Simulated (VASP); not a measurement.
BaTiO3, 5 atoms in the cell. The structure is tetragonal, space group P4mm (No. 99). Conventional cell: a = 4.026 Å, b = 4.026 Å, c = 4.045 Å, α = 90.00°, β = 90.00°, γ = 90.00°. Ba (site symmetry 4mm) has 12 O at 2.81 to 2.90 Å and 8 Ti at 3.45 to 3.53 Å within 3.7 Å. Within 2.5 Å of Ti (site symmetry 4mm) lie 6 O at 1.88 to 2.16 Å. O (site symmetry 4mm) has 2 Ti at 1.88 to 2.16 Å within 2.5 Å. Within 2.7 Å of O (site symmetry 2mm) lie 2 Ti at 2.02 Å. 

| Quantity | Value |
| --- | --- |
| Program | VASP 6.6.1 |
| Task | single point |
| Functional | PBE |
| Potentials or basis | VASP PAW PBE potentials, release 64 (Ba_sv, Ti_sv, O) |
| Cutoff | 520 eV |
| k mesh | 7 × 7 × 7 |
| Occupations | fermi-dirac, width 0.08 eV |
| Spin | no spin polarisation |
| Dipole correction | no |
| Further INCAR settings | ALGO = Normal; EDIFF = 1e-06; NBANDS = 28 |

Potentials or basis: VASP PAW PBE potentials, release 64 (Ba_sv, Ti_sv, O).

The run is started by

```bash
$ cat potpaw_PBE.64/Ba_sv/POTCAR potpaw_PBE.64/Ti_sv/POTCAR potpaw_PBE.64/O/POTCAR > POTCAR
$ mpirun -np 1 vasp_std > vasp.out
```

Hardware: 1 thread of Intel(R) Xeon(R) 6975P-C (Granite Rapids), on a shared host.

Problem. Estimate the wall time of this run.

Solution. It took 38 s on 1 thread of Intel(R) Xeon(R) 6975P-C (Granite Rapids) (shared host), peak memory 0.21 GiB. Counts: scf iterations 17, k points 40.
